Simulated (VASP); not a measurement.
Input of a VASP 6.6.1 run:

File INCAR:

```
SYSTEM = Li2Se
PREC = Accurate
ENCUT = 750
EDIFF = 1E-6
ISMEAR = 0
SIGMA = 0.05
LREAL = .False.
LASPH = .True.
NELM = 120
ALGO = Normal
ISIF = 2
LWAVE = .False.
LCHARG = .False.
GGA = PE
NBANDS = 13
GGA_COMPAT = .False.
```

The input KPOINTS:

```
regular mesh
0
Gamma
  8 8 8
  0 0 0
```

File POSCAR:

```
Li2Se
1.0
    0.0000000000      3.0024997683      3.0024997683
    3.0024997683      0.0000000000      3.0024997683
    3.0024997683      3.0024997683      0.0000000000
Li Se
2 1
Direct
    0.2500000000      0.2500000000      0.2500000000
    0.7500000000      0.7500000000      0.7500000000
    0.0000000000      0.0000000000      0.0000000000
```

Potentials or basis: VASP PAW PBE potentials, release 64 (Li_sv, Se).

Launch:

```bash
$ cat potpaw_PBE.64/Li_sv/POTCAR potpaw_PBE.64/Se/POTCAR > POTCAR
$ mpirun -np 1 vasp_std > vasp.out
```

Estimate the pressure.

0.0 GPa.

What does it give for the band gap on the k mesh?

2.97 eV, indirect (least direct gap 3.38 eV).

A k mesh can miss the band edges.
